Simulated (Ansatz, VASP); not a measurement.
**Fe in VASP and in Ansatz**

```
Fe
1.0
     0.00000    2.45270    2.45270
     2.45270    0.00000    2.45270
     2.45270    2.45270    0.00000
Fe
2
Direct
  0.12500 0.12500 0.12500
  0.87500 0.87500 0.87500
```

Alike in both runs: task single point; functional revPBE; k mesh 13 × 13 × 13; occupations fermi-dirac, width 0.1 eV; no spin polarisation.

```csv
,VASP,Ansatz
version,VASP 6.6.1,Ansatz 0.2.0
potentials or method,"VASP PAW PBE potentials, release 64 (Fe_sv), cutoff 690 eV","plane waves (420 eV) with PAW, scalar-relativistic"
valence electrons in the cell,32,32
```

VASP gave:

* pressure (GPa): -1.2

Task: Estimate Ansatz's values.

Result: Pressure (GPa): 0.0.

VASP's potentials were made for PBE, not for revPBE.
